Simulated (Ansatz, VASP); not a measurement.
## Two plane-wave programs on W

```
CELL_PARAMETERS angstrom
2.80966 0.00000 0.00000
0.00000 4.86387 0.00000
0.00000 0.00000 4.92370
ATOMIC_POSITIONS crystal
W 0.79317 0.56316 0.25000
W 0.20683 0.06316 0.25000
W 0.20683 0.43684 0.75000
W 0.79317 0.93684 0.75000
```

Alike in both runs: task single point; functional PBEsol; k mesh 8 × 5 × 5; occupations fermi-dirac, width 0.1 eV; no spin polarisation.

|  | VASP | Ansatz |
| --- | --- | --- |
| version | VASP 6.6.1 | Ansatz 0.2.0 |
| potentials or method | VASP PAW PBE potentials, release 64 (W_sv) | plane waves, PAW |
| plane-wave cutoff (eV) | 520 | 420 |
| valence electrons in the cell | 56 | 56 |

|  | VASP | Ansatz | Ansatz less VASP |
| --- | --- | --- | --- |
| pressure (GPa) | -10.2 | -10.7 | -0.47 |
| traceless stress, the component that is largest in VASP (GPa) | -0.73 | -0.71 | +0.024 |

VASP's potentials were made for PBE, not for PBEsol.

Neither program's run includes spin-orbit coupling.
